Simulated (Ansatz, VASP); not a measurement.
# Sc: VASP beside Ansatz

```
Sc
1.0
     3.25917    0.00000    0.00000
    -1.62958    2.82252    0.00000
     0.00000    0.00000    5.18898
Sc
2
Direct
  0.33333 0.66667 0.25000
  0.66667 0.33333 0.75000
```

Change from the starting cell: strain -0.015 along x and y, -0.015 along z, atoms carried along.

Alike in both runs: task single point; functional PBEsol; k mesh 18 × 18 × 10; occupations gaussian, width 0.15 eV; no spin polarisation.

```csv
,VASP,Ansatz
version,VASP 6.6.1,Ansatz 0.2.0
potentials or method,"VASP PAW PBE potentials, release 64 (Sc_sv), cutoff 520 eV","scalar-relativistic, plane waves, PAW"
valence electrons in the cell,22,22
```

```csv
,VASP,Ansatz,Ansatz less VASP
gap on the k mesh at the Fermi level (eV),none,none,-
pressure (GPa),-0.4,-0.4,-0.01
"traceless stress, the component that is largest in VASP (GPa)",-1.26,-1.26,0.000
```

VASP's potentials were made for PBE, not for PBEsol. A gap of «none» marks a metal or a gap that the smearing closes.
